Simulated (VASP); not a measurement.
A run of VASP 6.6.1 is set up as follows.

File INCAR:

```
SYSTEM = RbP2
ALGO = Normal
EDIFF = 1E-6
ENCUT = 520
GGA = PE
ISIF = 2
ISMEAR = 0
LASPH = .TRUE.
LCHARG = .TRUE.
LELF = .TRUE.
LREAL = .FALSE.
LVHAR = .TRUE.
LWAVE = .FALSE.
NBANDS = 16
NELM = 60
PREC = Accurate
SIGMA = 0.1
```

KPOINTS

```
k-points
0
G
  6 6 6
  0 0 0
```

Contents of POSCAR:

```
RbP2
1.0
    0.0000000000      3.3309169290      3.3309169290
    3.3309169290      0.0000000000      3.3309169290
    3.3309169290      3.3309169290      0.0000000000
Rb P
1 2
Direct
    0.0000000000      0.0000000000      0.0000000000
    0.2500000000      0.2500000000      0.2500000000
    0.7500000000      0.7500000000      0.7500000000
```

Potentials or basis: VASP PAW PBE potentials, release 64 (Rb_sv, P).

Run with:

```sh
$ cat potpaw_PBE.64/Rb_sv/POTCAR potpaw_PBE.64/P/POTCAR > POTCAR
$ mpirun -np 1 vasp_std > vasp.out
```

Question: Predict the pressure.

Answer: 7.4 GPa.
